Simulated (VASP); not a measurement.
# WS2: single point with PBE

The system is WS2, a slab with vacuum.

```
CELL_PARAMETERS angstrom
3.32376 0.00000 0.00000
-1.66188 2.87846 0.00000
0.00000 0.00000 16.51502
ATOMIC_POSITIONS crystal
W 0.33333 0.66667 0.00000
S 0.66667 0.33333 0.90834
S 0.66667 0.33333 0.09166
```

This cell differs from its parent crystal: epitaxial xy strain +4.9%.

```json
{
 "Program": "VASP 6.6.1",
 "Task": "single point",
 "Functional": "PBE",
 "Potentials or basis": "VASP PAW PBE potentials, release 64 (W_sv, S)",
 "Cutoff": "520 eV",
 "k mesh": "12 × 12 × 2",
 "Occupations": "fermi-dirac, width 0.02 eV",
 "Spin": "no spin polarisation",
 "Dipole correction": "no",
 "Further INCAR settings": "ALGO = Normal; EDIFF = 1e-06; NBANDS = 20"
}
```

```yaml
Largest_force: 0.242 eV/Å
Band_gap_on_the_k_mesh: 0.79 eV (least direct gap 1.32 eV)
```

Forces in eV/Å, atoms in the order of the input:
```
W    0.000  0.000  0.000
S    0.000  0.000 -0.242
S    0.000  0.000  0.242
```

Levels at points of the mesh, in eV from the valence-band top:
```csv
k point,band 11,band 12,band 13,band 14,band 15,band 16
"(0.00, 0.00, 0.00)",-2.38,-2.01,0.00,2.16,2.16,2.47
"(0.50, 0.00, 0.00)",-2.14,-2.09,-1.21,1.85,2.24,3.51
"(0.00, 0.00, 0.50)",-2.38,-2.01,0.00,2.16,2.16,2.47
"(0.50, 0.00, 0.50)",-2.14,-2.09,-1.21,1.85,2.24,3.51
```

It took 110 s on 1 thread of Intel(R) Xeon(R) 6975P-C (Granite Rapids), with other jobs on the host, peak memory 0.35 GiB.

Caveat: the cell differs from its parent crystal (epitaxial xy strain +4.9%); spin-orbit coupling is left out, which moves the levels of the heavy elements.
